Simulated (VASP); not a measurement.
**BIr12: relaxation of the atoms with PBE**

The system is BIr12, a slab with vacuum.

```
Ir B
1.0
     5.43058    0.00000    0.00000
     2.71529    4.70302    0.00000
     0.00000    0.00000   15.43405
Ir B
12 1
Direct
  0.16667 0.16667 0.06479
  0.66667 0.16667 0.06479
  0.16667 0.66667 0.06479
  0.66667 0.66667 0.06479
  0.83333 0.33333 0.20844
  0.33333 0.33333 0.20844
  0.83333 0.83333 0.20844
  0.33333 0.83333 0.20844
  0.00000 0.00000 0.35208
  0.50000 0.00000 0.35208
  0.00000 0.50000 0.35208
  0.50000 0.50000 0.35208
  0.33333 0.83333 0.46223
```

- Program: VASP 6.6.1
- Task: relaxation of the atoms
- Functional: PBE
- Potentials or basis: VASP PAW PBE potentials, release 64 (Ir, B)
- Cutoff: 520 eV
- k mesh: 4 × 4 × 1
- Occupations: gaussian, width 0.05 eV
- Spin: no spin polarisation
- Dipole correction: no
- Atoms held fixed (from 0): [0, 1, 2, 3]
- Further INCAR settings: ALGO = Normal; EDIFF = 1e-06; IBRION = 2; EDIFFG = -0.03; NSW = 80

```json
{
  "Energy gained by relaxing": "89.3 meV/atom",
  "Ionic steps": "16",
  "Band gap on the k mesh": "zero (an odd number of electrons rules out a gap without spin polarisation)"
}
```

The path:
```tsv
step	energy change (eV)	largest force on free atoms (eV/Å)	pressure (GPa)
1	0.0000	3.8391	-3.22
2	-0.8176	2.4185	-3.03
3	-1.0052	1.3495	-2.29
4	-1.0074	1.1940	-2.41
5	-1.1150	0.4685	-2.20
6	-1.1175	0.4600	-2.26
7	-1.1353	0.2213	-1.98
8	-1.1401	0.2852	-1.73
9	-1.1507	0.1865	-1.46
10	-1.1510	0.2158	-1.41
11	-1.1584	0.1787	-1.05
12	-1.1585	0.1793	-1.00
13	-1.1605	0.0502	-0.89
14	-1.1605	0.0487	-0.89
15	-1.1606	0.0490	-0.85
16	-1.1607	0.0181	-0.87
```

Final structure:
```xyz
13
Lattice="5.4306 0.0000 0.0000 2.7153 4.7030 0.0000 0.0000 0.0000 15.4340" Properties=species:S:1:pos:R:3 pbc="T T T"
Ir    1.3576    0.7838    1.0000
Ir    4.0729    0.7838    1.0000
Ir    2.7153    3.1353    1.0000
Ir    5.4306    3.1353    1.0000
Ir    5.4356    1.5706    3.2100
Ir    2.7103    1.5706    3.2100
Ir    6.7882    3.9134    3.2100
Ir    4.0729    3.9192    3.1619
Ir    5.3832    0.0273    5.4695
Ir    2.7626    0.0273    5.4695
Ir    6.7882    2.3515    5.3783
Ir    4.0729    2.2968    5.4695
B     4.0729    3.9192    6.6839
```

Levels at points of the mesh, in eV from the Fermi level:
```
           k point  band 52  band 53  band 54  band 55  band 56  band 57  band 58  band 59
(0.00, 0.00, 0.00)     0.33     0.34     0.42     0.62     0.62     0.81     0.81     1.05
(0.50, 0.00, 0.00)    -1.08    -0.97    -0.70    -0.62    -0.56    -0.42    -0.33     0.12
```

Wall time 59 min on 1 thread of Oxide Virtual Turin-like Processor (shared host), peak memory 0.49 GiB.

Caveat: there is no dipole correction, which matters where the two faces differ; spin-orbit coupling is left out, which moves the levels of the heavy elements.
